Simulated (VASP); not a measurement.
# Cu (P6_3/mmc) in VASP: further runs

The runs below take Cu through single point, with PBEsol, LDA.

All numbers are computed with VASP 6.6.1; they aren't measurements. Logs are shortened: lines on timing, memory, paths and dates and some standing lists are left out, and cuts for length are marked.

**1. The cell of the first run**

It takes space group P6_3/mmc (No. 194, hexagonal). The conventional cell has a = 2.479 Å, b = 2.479 Å, c = 8.093 Å, α = 90.00°, β = 90.00°, γ = 120.00°. Cu (site symmetry -6m2) has 12 Cu at 2.48 Å within 3.3 Å. Cu (site symmetry -3m) has 12 Cu at 2.48 Å within 3.3 Å.

This isn't the form of Cu at room conditions, which is fcc.

**2. Single point, PBEsol**

Contents of INCAR:

```
SYSTEM = Cu
ALGO     = Normal         ! electronic algorithm
EDIFF    = 1E-6           ! SCF threshold, eV
ENCUT    = 700            ! plane-wave cutoff, eV
GGA      = PS             ! functional
GGA_COMPAT= .False.      
ISIF     = 2              ! what is computed and relaxed
ISMEAR   = -1             ! smearing method
LASPH    = .True.         ! aspherical terms in the spheres
LCHARG   = .False.        ! write CHGCAR
LREAL    = .False.        ! projectors in reciprocal space
LWAVE    = .False.        ! write WAVECAR
NBANDS   = 46             ! bands
NELM     = 120            ! most SCF steps
PREC     = Accurate       ! precision mode
SIGMA    = 0.05           ! smearing width, eV
```

Contents of KPOINTS:

```
k-points
0
Gamma
  12 12 4
  0 0 0
```

Contents of POSCAR:

```
Cu
1.0
    2.4791012850      0.0000000000      0.0000000000
   -1.2395506425      2.1469646914      0.0000000000
    0.0000000000      0.0000000000      8.0931592851
Cu
4
Direct
    0.6666666667      0.3333333333      0.7500000000
    0.0000000000      0.0000000000      0.5000000000
    0.3333333333      0.6666666667      0.2500000000
    0.0000000000      0.0000000000      0.0000000000
```

Potentials or basis: VASP PAW PBE potentials, release 64 (Cu_sv_GW).

Run with:

```sh
$ cat potpaw_PBE.64/Cu_sv_GW/POTCAR > POTCAR
$ mpirun -np 1 vasp_std > vasp.out
```

OUTCAR:

```text
SYSTEM = Cu
   EDIFF = 1E-6
   ENCUT = 700
   GGA = PS
   ISIF = 2
   ISMEAR = -1
   LASPH = .True.
   LREAL = .False.
   NELM = 120
   PREC = Accurate

 ion  position               nearest neighbor table
   1  0.667  0.333  0.750-   2 2.48   4 2.48   2 2.48   4 2.48   2 2.48   4 2.48
   2  0.000  0.000  0.500-   1 2.48   3 2.48   1 2.48   3 2.48   1 2.48   3 2.48
   3  0.333  0.667  0.250-   2 2.48   4 2.48   2 2.48   4 2.48   2 2.48   4 2.48
   4  0.000  0.000  0.000-   1 2.48   3 2.48   1 2.48   3 2.48   1 2.48   3 2.48

  LATTYP: Found a hexagonal cell.
 ALAT       =     2.4791012850
 C/A-ratio  =     3.2645537050

  Lattice vectors:

 A1 = (   2.4791012850,   0.0000000000,   0.0000000000)
 A2 = (  -1.2395506425,   2.1469646914,   0.0000000000)
 A3 = (   0.0000000000,   0.0000000000,   8.0931592851)

Analysis of symmetry for initial positions (statically):
=====================================================================
 Subroutine PRICEL returns:
 Original cell was already a primitive cell.

 Routine SETGRP: Setting up the symmetry group for a
 hexagonal supercell.

 Subroutine GETGRP returns: Found 24 space group operations
 (whereof 12 operations were pure point group operations)
 out of a pool of 24 trial point group operations.

The static configuration has the point symmetry D_3d.
 The point group associated with its full space group is D_6h.

Analysis of symmetry for dynamics (positions and initial velocities):
=====================================================================
 Subroutine PRICEL returns:
 Original cell was already a primitive cell.

 Routine SETGRP: Setting up the symmetry group for a
 hexagonal supercell.

 Subroutine GETGRP returns: Found 24 space group operations
 (whereof 12 operations were pure point group operations)
 out of a pool of 24 trial point group operations.

The dynamic configuration has the point symmetry D_3d.
 The point group associated with its full space group is D_6h.

 Subroutine INISYM returns: Found 24 space group operations
 (whereof 12 operations are pure point group operations),
 and found     1 'primitive' translations

----------------------------------------------------------------------------------------

                                     Primitive cell

  volume of cell :      43.0762

  direct lattice vectors                    reciprocal lattice vectors
     2.479101285  0.000000000  0.000000000     0.403371982  0.232886923  0.000000000
    -1.239550643  2.146964691  0.000000000     0.000000000  0.465773845  0.000000000
[... 90 lines left out ...]
   LREAL  =      F    real-space projection
   EDIFFG = 0.1E-04   stopping-criterion for IOM
   NSW    =      0    number of steps for IOM
   IBRION =     -1    ionic relax: 0-MD 1-quasi-New 2-CG
   NFREE  =      0    steps in history (QN), initial steepest desc. (CG)
   ISIF   =      2    stress and relaxation
   ISYM   =      2    0-nonsym 1-usesym 2-fastsym
   POTIM  = 0.5000    time-step for ionic-motion
   TEBEG  =    0.0;   TEEND  =   0.0 temperature during run
   PSTRESS=    0.0 pullay stress
   NELECT =      76.0000    total number of electrons
   NUPDOWN=      -1.0000    fix difference up-down
   EMIN   =  10.00;   EMAX   =-10.00  energy-range for DOS
   EFERMI =   0.00;   METHOD = LEGACY
   ISMEAR =    -1;   SIGMA  =   0.05  broadening in eV -4-tet -1-fermi 0-gaus
   EFERMI_NEDOS =   21; number of points for ismear=-14 and -15
   IALGO  =     38    algorithm
   IMIX   =      4    mixing-type and parameters
     AMIX     =   0.40;   BMIX     =  1.00
     AMIX_MAG =   1.60;   BMIX_MAG =  1.00
  volume/ion in A,a.u.               =      10.77        72.67
  Fermi-wavevector in a.u.,A,eV,Ry     =   1.978185  3.738228 53.242544  3.913217
  Thomas-Fermi vector in A             =   2.999075
   LORBIT       =      0    0 simple, 1 ext, 2 COOP (PROOUT), +10 PAW based schemes
   GGA     = PS    functional components
   LHFCALC =     F    Hartree Fock is set to
   AEXX    =    0.0000 exact exchange contribution
   IVDW    =     0    specifies the selected vdW correction
   LEPSILON=     F    determine dielectric tensor
   LRPA    =     F    only Hartree local field effects (RPA)
 non-spin polarized calculation
  energy-cutoff  :      700.00
  volume of cell :       43.08
 maximum number of plane-waves:      1846
 NGX is ok and might be reduce to    24
   NGX = 11   NGY = 11   NGZ = 35

 number of electron      76.0000009 magnetization

 Free energy of the ion-electron system (eV)
  ---------------------------------------------------
  ext. energy  EPLUGINS =         0.00000000
  ---------------------------------------------------
  free energy    TOTEN  =       -17.46113305 eV

  energy without entropy =      -17.44794817  energy(sigma->0) =      -17.45454061

 E-fermi :   8.5236     XC(G=0): -14.1570

 val. band max:        8.5176676145   @ k =   0.2500   0.2500   0.5000
 cond. band min:       8.5722793141   @ k =   0.5000   0.0000   0.5000
 fundamental gap:      0.0546116996
 Fermi energy:         8.5235696550

 k-point     1 :       0.0000    0.0000    0.0000
  band No.  band energies     occupation
      1    -103.8886      2.00000
      2    -103.8835      2.00000
      3    -103.8639      2.00000
      4    -103.8591      2.00000
      5     -61.4906      2.00000
      6     -61.4210      2.00000
[... 1165 lines left out ...]
     45      21.8077      0.00000
     46      22.6242      0.00000

 [... further k-points ...]

------------------------ aborting loop because EDIFF is reached ----------------------------------------

  FORCE on cell =-STRESS in cart. coord.  units (eV):
  Direction    XX          YY          ZZ          XY          YZ          ZX
  --------------------------------------------------------------------------------------
  -------------------------------------------------------------------------------------
  Total        1.2409972      1.2409972      1.1002340      0.0000000      0.0000000      0.0000000
  in kB       46.1576945     46.1576945     40.9221442      0.0000000      0.0000000      0.0000000
  external PRESSURE =      44.4125111 kB  Pullay stress =       0.0000000 kB

 VOLUME and BASIS-vectors are now :
 -----------------------------------------------------------------------------
  energy-cutoff  :      700.00
  volume of cell :       43.08
      direct lattice vectors                 reciprocal lattice vectors
     2.479101285  0.000000000  0.000000000     0.403371982  0.232886923  0.000000000
    -1.239550643  2.146964691  0.000000000     0.000000000  0.465773845  0.000000000
     0.000000000  0.000000000  8.093159285     0.000000000  0.000000000  0.123561142

 POSITION                                       TOTAL-FORCE (eV/Angst)
 -----------------------------------------------------------------------------------
      1.23955      0.71565      6.06987         0.000000     -0.000000      0.000000
      0.00000      0.00000      4.04658        -0.000000      0.000000     -0.000000
     -0.00000      1.43131      2.02329        -0.000000      0.000000      0.000000
      0.00000      0.00000      0.00000        -0.000000      0.000000     -0.000000
 -----------------------------------------------------------------------------------
    total drift:                               -0.000000      0.000000      0.000000

  FREE ENERGIE OF THE ION-ELECTRON SYSTEM (eV)
  ---------------------------------------------------
  free  energy   TOTEN  =       -17.4611330492 eV

  energy  without entropy=      -17.4479481716  energy(sigma->0) =      -17.45454061
```

stdout:

```text
POSCAR found type information on POSCAR Cu
 POSCAR found :  1 types and       4 ions
 scaLAPACK will be used
 -----------------------------------------------------------------------------
|                                                                             |
|                                                                             |
|     You enforced a specific xc type in the INCAR file but a different       |
|     I HOPE YOU KNOW WHAT YOU ARE DOING!                                     |
|                                                                             |
 -----------------------------------------------------------------------------

 LDA part: xc-table for (Slater+PW92), standard interpolation
 POSCAR, INCAR and KPOINTS ok, starting setup
 FFT: planning ... GRIDC
 FFT: planning ... GRID_SOFT
 FFT: planning ... GRID
 WAVECAR not read
 entering main loop
```

Run time: 2.7 min. Hardware: 1 thread of AMD EPYC 9R45 (Zen 5), shared host; peak memory 0.26 GiB.

Results:

| Property | Result |
| --- | --- |
| Free energy | -17.4611 eV |
| Pressure | 4.4 GPa |
| Band gap on the k mesh | zero (bands 38 and 39 overlap by 5.35 eV) |

Stress tensor (GPa, compression positive):
```
4.62 0.00 0.00
0.00 4.62 0.00
0.00 0.00 4.09
```

Levels at points of the mesh, in eV from the Fermi level:
```tsv
k point	band 34	band 35	band 36	band 37	band 38	band 39	band 40	band 41	band 42	band 43
(0.00, 0.00, 0.00)	-2.16	-2.16	-1.98	-1.98	-1.64	-1.64	-1.30	4.30	13.27	13.27
(0.50, 0.00, 0.00)	-1.49	-1.48	-1.47	-0.80	0.26	1.10	1.68	5.11	5.13	9.00
(0.00, 0.00, 0.50)	-2.31	-2.31	-2.31	-1.78	-1.78	-1.78	-1.78	7.48	7.48	19.87
(0.50, 0.00, 0.50)	-1.58	-1.49	-1.49	0.05	0.05	1.45	1.45	5.57	5.57	7.54
```

Caveat: the cell stands under pressure; the PAW data sets were made with another functional, which shifts forces and pressure a little.

**3. Single point, LDA**

Contents of INCAR:

```
SYSTEM = Cu
PREC = Accurate
ENCUT = 520
EDIFF = 1E-6
ISMEAR = -1
SIGMA = 0.05
LREAL = .False.
LASPH = .True.
NELM = 100
ALGO = Normal
ISIF = 2
LWAVE = .False.
LCHARG = .True.
LELF = .True.
LVHAR = .True.
NBANDS = 30
```

Contents of KPOINTS:

```
Automatic mesh
0
Gamma
  12 12 4
  0 0 0
```

POSCAR is that of step 2.

Potentials or basis: VASP PAW LDA potentials, release 64 (Cu).

Run with:

```sh
$ cat potpaw_LDA.64/Cu/POTCAR > POTCAR
$ mpirun -np 1 vasp_std > vasp.out
```

Run time: 95 s. Hardware: 1 thread of Intel Xeon 8259CL, shared host; peak memory 0.17 GiB.

Results (log left out):

* Free energy: -18.7981 eV
* Pressure: 3.3 GPa
* Band gap on the k mesh: zero (bands 22 and 23 overlap by 5.48 eV)

Stress tensor (GPa, compression positive):
```
3.50 0.00 0.00
0.00 3.50 0.00
0.00 0.00 2.92
```

Levels at points of the mesh, in eV from the Fermi level:
```csv
k point,band 20,band 21,band 22,band 23,band 24,band 25
"(0.00, 0.00, 0.00)",-2.04,-2.04,-1.71,-1.71,-1.17,4.30
"(0.50, 0.00, 0.00)",-1.54,-0.71,0.36,1.12,1.71,5.13
"(0.00, 0.00, 0.50)",-2.37,-1.85,-1.85,-1.85,-1.85,7.52
"(0.50, 0.00, 0.50)",-1.57,0.08,0.08,1.49,1.49,5.60
```

Caveat: the cell stands under pressure.
